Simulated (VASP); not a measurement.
A run of VASP 6.6.1 is set up as follows.

The input INCAR:

```
PREC = Accurate
ENCUT = 520
EDIFF = 1E-6
ISMEAR = -1
SIGMA = 0.1
LREAL = F
LASPH = T
NELM = 60
ALGO = Normal
ISIF = 2
LWAVE = F
LCHARG = F
GGA = PS
IVDW = 12
NBANDS = 18
```

File KPOINTS:

```
Automatic mesh
0
Gamma
  9 9 9
```

Contents of POSCAR:

```
BiTe
1.0
    0.0000000000      3.2350000000      3.2350000000
    3.2350000000      0.0000000000      3.2350000000
    3.2350000000      3.2350000000      0.0000000000
Bi Te
1 1
Direct
    0.0000000000      0.0000000000      0.0000000000
    0.5000000000      0.5000000000      0.5000000000
```

Potentials or basis: VASP PAW PBE potentials, release 64 (Bi_d, Te).

Command:

```sh
$ cat potpaw_PBE.64/Bi_d/POTCAR potpaw_PBE.64/Te/POTCAR > POTCAR
$ mpirun -np 1 vasp_std > vasp.out
```

(1) Predict the pressure.

(2) Estimate the dispersion energy per atom.

Results:

(1) -3.8 GPa.

(2) -0.445 eV.

Caveat: three body term missing; the PAW data sets were made with another functional, which shifts forces and pressure a little; pairwise dispersion overbinds metals, which lowers pressure and volume.
